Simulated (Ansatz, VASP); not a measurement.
Rb: VASP beside Ansatz

```
Rb
1.0
    -2.83590    2.83590    2.83590
     2.83590   -2.83590    2.83590
     2.83590    2.83590   -2.83590
Rb
1
Direct
  0.00000 0.00000 0.00000
```

Alike in both runs: task single point; functional PBE; k mesh 13 × 13 × 13; occupations fermi-dirac, width 0.1 eV; no spin polarisation.

|  | VASP | Ansatz |
| --- | --- | --- |
| version | VASP 6.6.1 | Ansatz 0.2.0 |
| potentials or method | VASP PAW PBE potentials, release 64 (Rb_sv), cutoff 520 eV | plane waves (420 eV) with PAW, scalar-relativistic |
| valence electrons in the cell | 9 | 9 |

|  | VASP | Ansatz | Ansatz less VASP |
| --- | --- | --- | --- |
| pressure (GPa) | 0.0 | 0.0 | 0.00 |
